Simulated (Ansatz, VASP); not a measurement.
# MoS2: VASP beside Ansatz

File INCAR:

```
SYSTEM = MoS2
PREC = Accurate ; ENCUT = 520
EDIFF = 1E-6 ; ISMEAR = -1
SIGMA = 0.05 ; LREAL = .FALSE.
LASPH = .TRUE. ; NELM = 60
ALGO = Normal ; ISIF = 2
LWAVE = .FALSE. ; LCHARG = .TRUE.
GGA = B5 ; ALDAX = 1.0
AGGAX = 1.0 ; AGGAC = 1.0
ALDAC = 0.0 ; LELF = .TRUE.
LVHAR = .TRUE. ; NBANDS = 49
```

The input KPOINTS:

```
regular mesh
0
G
  10 10 1
  0 0 0
```

POSCAR

```
MoS2
1.0
    3.1840155185      0.0000000000      0.0000000000
   -1.5920077592      2.7574383250      0.0000000000
    0.0000000000      0.0000000000     28.3873198000
Mo S
3 6
Direct
    0.3333333333      0.6666666667      0.2281647700
    0.3333333333      0.6666666667      0.7718352300
    0.6666666667      0.3333333333      0.0000000000
    0.6666666667      0.3333333333      0.1734930900
    0.6666666667      0.3333333333      0.7171875100
    0.3333333333      0.6666666667      0.9453341200
    0.6666666667      0.3333333333      0.2828124900
    0.6666666667      0.3333333333      0.8265069100
    0.3333333333      0.6666666667      0.0546658800
```

File input.yaml:

```yaml
crystal:
  lattice:
    - [3.1840155185, 0.0, 0.0]
    - [-1.5920077592, 2.757438325, 0.0]
    - [0.0, 0.0, 28.3873198]
  atoms:
    - { symbol: Mo, position: [0.3333333333, 0.6666666667, 0.22816477] }
    - { symbol: Mo, position: [0.3333333333, 0.6666666667, 0.77183523] }
    - { symbol: Mo, position: [0.6666666667, 0.3333333333, 0.0] }
    - { symbol: S, position: [0.6666666667, 0.3333333333, 0.17349309] }
    - { symbol: S, position: [0.6666666667, 0.3333333333, 0.71718751] }
    - { symbol: S, position: [0.3333333333, 0.6666666667, 0.94533412] }
    - { symbol: S, position: [0.6666666667, 0.3333333333, 0.28281249] }
    - { symbol: S, position: [0.6666666667, 0.3333333333, 0.82650691] }
    - { symbol: S, position: [0.3333333333, 0.6666666667, 0.05466588] }
hamiltonian:
  xc: blyp
  pseudopotentials: { kind: paw }
kpoints:
  mp_grid: { grid: [10, 10, 1] }
  band_path:
    path:
      - [[0.0, 0.0, 0.0], [0.5, 0.0, 0.0], [0.3333333333, 0.3333333333, 0.0], [0.0, 0.0, 0.0], [0.0, 0.0, 0.5], [0.5, 0.0, 0.5], [0.3333333333, 0.3333333333, 0.5], [0.0, 0.0, 0.5]]
      - [[0.5, 0.0, 0.5], [0.5, 0.0, 0.0]]
      - [[0.3333333333, 0.3333333333, 0.0], [0.3333333333, 0.3333333333, 0.5]]
    npoints: 10
scf:
  occupations: { method: fermi_dirac, width: 0.05 }
  n_extra_bands: 22
output:
  forces: true
  stress: true
  eigenvalues: true
  fatbands: false
```

Alike in both runs: functional BLYP; k mesh 10 × 10 × 1; occupations fermi-dirac, width 0.05 eV; no spin polarisation.

|  | VASP | Ansatz |
| --- | --- | --- |
| version | VASP 6.6.1 | Ansatz 0.2.0 |
| potentials or method | VASP PAW PBE potentials, release 64 (Mo_sv, S) | Ansatz PAW |
| plane-wave cutoff (eV) | 520 | 420 |
| valence electrons in the cell | 78 | 78 |
| task | single point | band structure |

VASP gave:

- gap on the k mesh at the Fermi level (eV): 1.30
- least direct gap on the mesh (eV): 1.87
- rms of the force components (eV/Å): 0.310

Problem. Which values does Ansatz return?

Solution. gap on the k mesh at the Fermi level (eV): 1.29; least direct gap on the mesh (eV): 1.87; rms of the force components (eV/Å): 0.308.

VASP's potentials were made for PBE, not for BLYP. Atom by atom the forces differ by 0.002 eV/Å (rms over components).

Noted on Ansatz's run: the k mesh misses the band edges, so the gap on the mesh is wider than the one along the path.
